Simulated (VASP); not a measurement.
# GeBiO4 (Cmmm) in VASP: further runs

The runs below take GeBiO4 through single point, relaxation of cell and atoms, with PBE.

Everything below comes from runs of VASP 6.6.1. Logs are shortened: lines on timing, memory, paths and dates and some standing lists are left out, and cuts for length are marked.

## (1) The cell of the first run

It takes space group Cmmm (No. 65, orthorhombic). The conventional cell has a = 5.319 Å, b = 5.872 Å, c = 4.760 Å, α = 90.00°, β = 90.00°, γ = 90.00°. Ge (site symmetry mmm) has 8 O at 1.98 to 2.53 Å within 2.6 Å. Bi (site symmetry mmm) has 6 O at 2.08 to 2.79 Å within 2.8 Å. O (site symmetry m2m) has 1 O at 1.71 Å and 1 Bi at 2.08 Å within 2.3 Å. O (site symmetry 2/m) has 2 Ge at 1.98 Å within 2.6 Å.

## (2) Single point, PBE

Input file INCAR:

```
PREC = Accurate
ENCUT = 520
EDIFF = 1E-6
ISMEAR = 0
SIGMA = 0.1
LREAL = False
LASPH = True
NELM = 100
ALGO = Normal
ISIF = 2
LWAVE = False
LCHARG = False
GGA = PE
NBANDS = 36
```

Input file KPOINTS:

```
Automatic mesh
0
Gamma
  4 4 4
```

Input file POSCAR:

```
GeBiO4
1.0
    2.6595389096     -2.9359471667      0.0000000000
    2.6595389096      2.9359471667      0.0000000000
    0.0000000000      0.0000000000      4.7596892809
Ge Bi O
1 1 4
Direct
    0.0000000000      0.0000000000      0.5000000000
    0.5000000000      0.5000000000      0.0000000000
    0.1453234269      0.8546765731      0.0000000000
    0.8546765731      0.1453234269      0.0000000000
    0.0000000000      0.5000000000      0.5000000000
    0.5000000000      0.0000000000      0.5000000000
```

Potentials or basis: VASP PAW PBE potentials, release 64 (Ge_d, Bi_d, O).

Launch:

```sh
> cat potpaw_PBE.64/Ge_d/POTCAR potpaw_PBE.64/Bi_d/POTCAR potpaw_PBE.64/O/POTCAR > POTCAR
> mpirun -np 1 vasp_std > vasp.out
```

OUTCAR:

```text
PREC = Accurate
   ENCUT = 520
   EDIFF = 1E-6
   ISMEAR = 0
   LREAL = False
   LASPH = True
   NELM = 100
   ISIF = 2
   GGA = PE

 ion  position               nearest neighbor table
   1  0.000  0.000  0.500-   5 1.98   6 1.98   5 1.98   6 1.98
   2  0.500  0.500  0.000-   3 2.08   4 2.08   3 2.79   4 2.79   3 2.79   4 2.79
   3  0.145  0.855  0.000-   4 1.71   2 2.08   2 2.79   2 2.79
   4  0.855  0.145  0.000-   3 1.71   2 2.08   2 2.79   2 2.79
   5  0.000  0.500  0.500-   1 1.98   1 1.98
   6  0.500  0.000  0.500-   1 1.98   1 1.98

  LATTYP: Found a base centered orthorhombic cell.
 ALAT       =     5.3190778192
 B/A-ratio  =     1.1039308942
 C/A-ratio  =     0.8948335487

  Lattice vectors:

 A1 = (   2.6595389096,  -2.9359471667,   0.0000000000)
 A2 = (   2.6595389096,   2.9359471667,   0.0000000000)
 A3 = (   0.0000000000,   0.0000000000,   4.7596892809)

Analysis of symmetry for initial positions (statically):
=====================================================================
 Subroutine PRICEL returns:
 Original cell was already a primitive cell.

 Routine SETGRP: Setting up the symmetry group for a
 base centered orthorhombic supercell.

 Subroutine GETGRP returns: Found  8 space group operations
 (whereof  8 operations were pure point group operations)
 out of a pool of  8 trial point group operations.

The static configuration has the point symmetry D_2h.

Analysis of symmetry for dynamics (positions and initial velocities):
=====================================================================
 Subroutine PRICEL returns:
 Original cell was already a primitive cell.

 Routine SETGRP: Setting up the symmetry group for a
 base centered orthorhombic supercell.

 Subroutine GETGRP returns: Found  8 space group operations
 (whereof  8 operations were pure point group operations)
 out of a pool of  8 trial point group operations.

The dynamic configuration has the point symmetry D_2h.

 Subroutine INISYM returns: Found  8 space group operations
 (whereof  8 operations are pure point group operations),
 and found     1 'primitive' translations

----------------------------------------------------------------------------------------

                                     Primitive cell

  volume of cell :      74.3298

  direct lattice vectors                    reciprocal lattice vectors
     2.659538910 -2.935947167  0.000000000     0.188002514 -0.170302792  0.000000000
     2.659538910  2.935947167  0.000000000     0.188002514  0.170302792  0.000000000
     0.000000000  0.000000000  4.759689281     0.000000000  0.000000000  0.210097748

  length of vectors
     3.961430673  3.961430673  4.759689281     0.253669048  0.253669048  0.210097748

  position of ions in fractional coordinates (direct lattice)
     0.000000000  0.000000000  0.500000000
     0.500000000  0.500000000  0.000000000
     0.145323427  0.854676573  0.000000000
     0.854676573  0.145323427  0.000000000
     1.000000000  0.500000000  0.500000000
     0.500000000  1.000000000  0.500000000

  ion indices of the primitive-cell ions
   primitive index   ion index
                 1           1
                 2           2
                 3           3
                 4           4
                 5           5
                 6           6

----------------------------------------------------------------------------------------

 KPOINTS: Automatic mesh

Automatic generation of k-mesh.
 Grid dimensions read from file:
 generate k-points for:    4    4    4

 Generating k-lattice:

  Cartesian coordinates                     Fractional coordinates (reciprocal lattice)
     0.047000628 -0.042575698  0.000000000     0.250000000 -0.000000000  0.000000000
     0.047000628  0.042575698  0.000000000    -0.000000000  0.250000000  0.000000000
     0.000000000  0.000000000  0.052524437     0.000000000  0.000000000  0.250000000

  Length of vectors
     0.063417262  0.063417262  0.052524437

  Shift w.r.t. Gamma in fractional coordinates (k-lattice)
     0.000000000  0.000000000  0.000000000

 Subroutine IBZKPT returns following result:
 ===========================================

 Found     21 irreducible k-points:

 Following reciprocal coordinates:
            Coordinates               Weight
  0.000000  0.000000  0.000000      1.000000
  0.250000 -0.000000  0.000000      4.000000
  0.500000 -0.000000  0.000000      2.000000
  0.250000  0.250000  0.000000      2.000000
  0.500000  0.250000  0.000000      4.000000
 -0.250000  0.250000  0.000000      2.000000
[... 13 lines left out ...]
 -0.250000  0.250000  0.500000      2.000000
  0.500000  0.500000  0.500000      1.000000
   k-points           NKPTS =     21   k-points in BZ     NKDIM =     21   number of bands    NBANDS=     36
   number of dos      NEDOS =    301   number of ions     NIONS =      6
   total plane-waves  NPLWV =  32400
   dimension x,y,z NGX =    30 NGY =   30 NGZ =   36
   dimension x,y,z NGXF=    60 NGYF=   60 NGZF=   72
   ions per type =               1   1   4
   NGX,Y,Z   is equivalent  to a cutoff of  12.59, 12.59, 12.57 a.u.
   NGXF,Y,Z  is equivalent  to a cutoff of  25.18, 25.18, 25.15 a.u.
 SYSTEM =  unknown system
   PREC   = accura    normal or accurate (medium, high low for compatibility)
   ISTART =      0    job   : 0-new  1-cont  2-samecut
   ICHARG =      2    charge: 1-file 2-atom 10-const
   ISPIN  =      1    spin polarized calculation?
   LNONCOLLINEAR =      F non collinear calculations
   LSORBIT =      F    spin-orbit coupling
   LASPH  =      T    aspherical Exc in radial PAW
   ENCUT  =  520.0 eV  38.22 Ry    6.18 a.u.   7.37  7.37  8.85*2*pi/ulx,y,z
   NELM   =    100;   NELMIN=  2; NELMDL= -5     # of ELM steps
   EDIFF  = 0.1E-05   stopping-criterion for ELM
   LREAL  =      F    real-space projection
   EDIFFG = 0.1E-04   stopping-criterion for IOM
   NSW    =      0    number of steps for IOM
   IBRION =     -1    ionic relax: 0-MD 1-quasi-New 2-CG
   NFREE  =      0    steps in history (QN), initial steepest desc. (CG)
   ISIF   =      2    stress and relaxation
   ISYM   =      2    0-nonsym 1-usesym 2-fastsym
   POTIM  = 0.5000    time-step for ionic-motion
   TEBEG  =    0.0;   TEEND  =   0.0 temperature during run
   PSTRESS=    0.0 pullay stress
   NELECT =      53.0000    total number of electrons
   NUPDOWN=      -1.0000    fix difference up-down
   EMIN   =  10.00;   EMAX   =-10.00  energy-range for DOS
   EFERMI =   0.00;   METHOD = LEGACY
   ISMEAR =     0;   SIGMA  =   0.10  broadening in eV -4-tet -1-fermi 0-gaus
   EFERMI_NEDOS =   21; number of points for ismear=-14 and -15
   IALGO  =     38    algorithm
   IMIX   =      4    mixing-type and parameters
     AMIX     =   0.40;   BMIX     =  1.00
     AMIX_MAG =   1.60;   BMIX_MAG =  1.00
  volume/ion in A,a.u.               =      12.39        83.60
  Fermi-wavevector in a.u.,A,eV,Ry     =   1.462556  2.763829 29.103800  2.139069
  Thomas-Fermi vector in A             =   2.578755
   LORBIT       =      0    0 simple, 1 ext, 2 COOP (PROOUT), +10 PAW based schemes
   GGA     = PE    functional components
   LHFCALC =     F    Hartree Fock is set to
   AEXX    =    0.0000 exact exchange contribution
   IVDW    =     0    specifies the selected vdW correction
   LEPSILON=     F    determine dielectric tensor
   LRPA    =     F    only Hartree local field effects (RPA)
 non-spin polarized calculation
 Gauss-broadening in eV      SIGMA  =   0.10
  energy-cutoff  :      520.00
  volume of cell :       74.33
 maximum number of plane-waves:      2016
 NGX is ok and might be reduce to    30
   NGX = 15   NGY = 15   NGZ = 17

 number of electron      53.0000015 magnetization

 Free energy of the ion-electron system (eV)
  ---------------------------------------------------
  ext. energy  EPLUGINS =         0.00000000
  ---------------------------------------------------
  free energy    TOTEN  =       -30.39880247 eV

  energy without entropy =      -30.39030245  energy(sigma->0) =      -30.39455246

 E-fermi :   6.5327     XC(G=0): -11.3246

 val. band max:        6.4711024419   @ k =   0.2500  -0.0000   0.2500
 cond. band min:       6.5579138408   @ k =   0.2500  -0.0000   0.5000
 fundamental gap:      0.0868113989
 Fermi energy:         6.5326962322

 k-point     1 :       0.0000    0.0000    0.0000
  band No.  band energies     occupation
      1     -18.8424      2.00000
      2     -18.7472      2.00000
      3     -18.7436      2.00000
      4     -18.6921      2.00000
      5     -18.5660      2.00000
      6     -17.7910      2.00000
[... 28 lines left out ...]
     35      17.4090      0.00000
     36      18.0561      0.00000

 k-point     2 :       0.2500   -0.0000    0.0000
  band No.  band energies     occupation
      1     -18.8346      2.00000
      2     -18.7442      2.00000
      3     -18.7241      2.00000
      4     -18.6931      2.00000
      5     -18.5673      2.00000
      6     -17.7611      2.00000
[... 28 lines left out ...]
     35      16.8167      0.00000
     36      17.3480      0.00000

 k-point     3 :       0.5000   -0.0000    0.0000
  band No.  band energies     occupation
      1     -18.8292      2.00000
      2     -18.7448      2.00000
      3     -18.6987      2.00000
      4     -18.6941      2.00000
      5     -18.5683      2.00000
      6     -17.7432      2.00000
[... 28 lines left out ...]
     35      17.1152      0.00000
     36      18.3847      0.00000
[... 625 lines left out ...]
 k-point    20 :      -0.2500    0.2500    0.5000
  band No.  band energies     occupation
      1     -18.8172      2.00000
      2     -18.7451      2.00000
      3     -18.7026      2.00000
      4     -18.6970      2.00000
      5     -18.5689      2.00000
      6     -17.7375      2.00000
[... 28 lines left out ...]
     35      18.7756      0.00000
     36      19.2250      0.00000

 k-point    21 :       0.5000    0.5000    0.5000
  band No.  band energies     occupation
      1     -18.8009      2.00000
      2     -18.7468      2.00000
      3     -18.6983      2.00000
      4     -18.6561      2.00000
      5     -18.5719      2.00000
      6     -17.8546      2.00000
[... 28 lines left out ...]
     35      17.7138      0.00000
     36      18.6609      0.00000

------------------------ aborting loop because EDIFF is reached ----------------------------------------

  FORCE on cell =-STRESS in cart. coord.  units (eV):
  Direction    XX          YY          ZZ          XY          YZ          ZX
  --------------------------------------------------------------------------------------
  -------------------------------------------------------------------------------------
  Total        0.0243161      0.2554372      0.0510657     -0.0000000      0.0000000      0.0000000
  in kB        0.5241333      5.5059408      1.1007203     -0.0000000      0.0000000      0.0000000
  external PRESSURE =       2.3769315 kB  Pullay stress =       0.0000000 kB

 VOLUME and BASIS-vectors are now :
 -----------------------------------------------------------------------------
  energy-cutoff  :      520.00
  volume of cell :       74.33
      direct lattice vectors                 reciprocal lattice vectors
     2.659538910 -2.935947167  0.000000000     0.188002514 -0.170302792  0.000000000
     2.659538910  2.935947167  0.000000000     0.188002514  0.170302792  0.000000000
     0.000000000  0.000000000  4.759689281     0.000000000  0.000000000  0.210097748

 POSITION                                       TOTAL-FORCE (eV/Angst)
 -----------------------------------------------------------------------------------
      0.00000      0.00000      2.37984         0.000000      0.000000      0.000000
      2.65954      0.00000      0.00000        -0.000000      0.000000      0.000000
      2.65954      2.08262      0.00000        -0.000000      0.056675      0.000000
      2.65954     -2.08262      0.00000        -0.000000     -0.056675      0.000000
      1.32977      1.46797      2.37984        -0.000000      0.000000      0.000000
      1.32977     -1.46797      2.37984        -0.000000      0.000000      0.000000
 -----------------------------------------------------------------------------------
    total drift:                                0.000000      0.000000      0.000000

  FREE ENERGIE OF THE ION-ELECTRON SYSTEM (eV)
  ---------------------------------------------------
  free  energy   TOTEN  =       -30.3988024747 eV

  energy  without entropy=      -30.3903024493  energy(sigma->0) =      -30.39455246
```

Wall time 23 s (1 thread of Intel Xeon 6975P-C (Granite Rapids), shared host); peak memory 0.2 GiB.

What came out:

```
Free energy   : -30.3988 eV
Pressure      : 0.2 GPa
Largest force : 0.057 eV/Å
```

Forces on the atoms (eV/Å):
```
Ge   0.000  0.000  0.000
Bi   0.000  0.000  0.000
O    0.000  0.057  0.000
O    0.000 -0.057  0.000
O    0.000  0.000  0.000
O    0.000  0.000  0.000
```

Stress tensor (GPa, compression positive):
```
0.05 0.00 0.00
0.00 0.55 0.00
0.00 0.00 0.11
```

Caveat: the k points lie up to 0.40 Å⁻¹ apart; spin-orbit coupling is left out, which moves the levels of the heavy elements; an odd number of electrons without spin polarisation forces a metal; a magnetic or distorted state may lie lower.

## (3) Single point, PBE

This run uses another cell than the first one, of 14.47 Å³/atom, 1.168 times its volume.

Input file INCAR:

```
SYSTEM = GeBiO4
PREC     = Accurate       ! precision mode
ENCUT    = 520            ! plane-wave cutoff, eV
EDIFF    = 1E-6           ! SCF threshold, eV
ISMEAR   = 0              ! smearing method
SIGMA    = 0.1            ! smearing width, eV
LREAL    = .False.        ! projectors in reciprocal space
LASPH    = .True.         ! aspherical terms in the spheres
NELM     = 100            ! most SCF steps
ALGO     = Normal         ! electronic algorithm
ISIF     = 2              ! what is computed and relaxed
LWAVE    = .False.        ! write WAVECAR
LCHARG   = .False.        ! write CHGCAR
GGA      = PE             ! functional
NBANDS   = 36             ! bands
```

Input file KPOINTS:

```
regular mesh
0
Gamma
  4 4 4
  0 0 0
```

Input file POSCAR:

```
GeBiO4
1.0
    2.5307328500     -4.2490094900      0.0000000000
    2.5307328500      4.2490094900      0.0000000000
    0.0000000000      0.0000000000      4.0370788600
Ge Bi O
1 1 4
Direct
    0.0000000000      0.0000000000      0.5000000000
    0.5000000000      0.5000000000      0.0000000000
    0.1683163000      0.8316837000      0.0000000000
    0.8316837000      0.1683163000      0.0000000000
    0.0000000000      0.5000000000      0.5000000000
    0.5000000000      0.0000000000      0.5000000000
```

Potentials or basis: VASP PAW PBE potentials, release 64 (Ge_d, Bi_d, O).

Launch:

```sh
> cat potpaw_PBE.64/Ge_d/POTCAR potpaw_PBE.64/Bi_d/POTCAR potpaw_PBE.64/O/POTCAR > POTCAR
> mpirun -np 1 vasp_std > vasp.out
```

Run time: 30 s. Hardware: 1 thread of Intel Xeon 6975P-C (Granite Rapids), shared host; peak memory 0.24 GiB.

The run converged. Its results:

- Free energy: -24.7918 eV
- Pressure: -15.4 GPa
- Largest force: 1.039 eV/Å

Forces on the atoms (eV/Å):
```
Ge   0.000  0.000  0.000
Bi   0.000  0.000  0.000
O    0.000  1.039  0.000
O    0.000 -1.039  0.000
O    0.000  0.000  0.000
O    0.000  0.000  0.000
```

Stress tensor (GPa, compression positive):
```
 -6.00   0.00   0.00
  0.00 -34.60   0.00
  0.00   0.00  -5.50
```

Levels at points of the mesh, in eV from the Fermi level:
```
           k point  band 24  band 25  band 26  band 27  band 28  band 29
(0.00, 0.00, 0.00)    -1.25    -1.06    -0.92     0.09     0.16     1.70
(0.50, 0.00, 0.00)    -1.36    -0.85    -0.41    -0.16     0.10     1.65
(0.50, 0.50, 0.00)    -1.28    -0.52     0.35     0.42     0.43     0.57
(0.00, 0.00, 0.50)    -1.27    -1.09    -0.01     0.00     0.24     0.34
(0.50, 0.00, 0.50)    -0.98    -0.46    -0.26    -0.12     0.00     0.06
(0.50, 0.50, 0.50)    -0.52    -0.46     0.02     0.18     0.25     1.06
```

Caveat: the k points lie up to 0.39 Å⁻¹ apart; spin-orbit coupling is left out, which moves the levels of the heavy elements; an odd number of electrons without spin polarisation forces a metal; a magnetic or distorted state may lie lower.

(Continued in part 2 of 2.)
